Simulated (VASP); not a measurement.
Crystal: In2GaP3.

```
In Ga P
1.0
     3.93917    0.00000    0.00000
    -1.96959    3.41142    0.00000
     0.00000    0.00000    9.64896
In Ga P
2 1 3
Direct
  0.00000 0.00000 0.00000
  0.66667 0.33333 0.33333
  0.33333 0.66667 0.66667
  0.00000 0.00000 0.75000
  0.33333 0.66667 0.41667
  0.66667 0.33333 0.08333
```

```yaml
Program: VASP 6.6.1
Task: relaxation of cell and atoms
Functional: PBE
Potentials_or_basis: VASP PAW PBE potentials, release 64 (In_d, Ga_d, P)
Cutoff: 600 eV
k_mesh: 6 × 6 × 2
Occupations: gaussian, width 0.1 eV
Spin: no spin polarisation
```

At the start: pressure 11.8 GPa; volume 21.61 Å³/atom.

Task: How do energy, volume and symmetry change on relaxing?

Result: Over 8 steps the energy falls by 128.4 meV/atom and the volume is 24.56 Å³/atom (+13.6 %); space group P3m1 (No. 156, to 0.1 Å) before and after.

The path:
```
step  energy change (eV)  largest force (eV/Å)  pressure (GPa)  volume (Å³)
   1              0.0000                1.6009           11.84       129.66
   2             -0.5068                0.3597           -4.61       162.01
   3             -0.7058                0.5997           -0.43       149.17
   4             -0.7385                0.3519           -0.28       148.45
   5             -0.7621                0.2436            0.15       147.21
   6             -0.7697                0.1159           -0.05       147.57
   7             -0.7697                0.1108           -0.07       147.58
   8             -0.7705                0.0271            0.02       147.36
```

Final structure:
```
In Ga P
1.0
     4.11041    0.00000    0.00000
    -2.05520    3.55972    0.00000
     0.00000    0.00000   10.07129
In Ga P
2 1 3
Cartesian
  0.0000 0.0000 10.0024
  2.0552 1.1866 3.4166
  0.0000 2.3731 6.7070
  0.0000 0.0000 7.4264
  0.0000 2.3731 4.3264
  2.0552 1.1866 0.8529
```

Caveat: semilocal functionals underestimate gaps, and a narrow one can read as zero; spin-orbit coupling is left out, which moves the levels of the heavy elements.
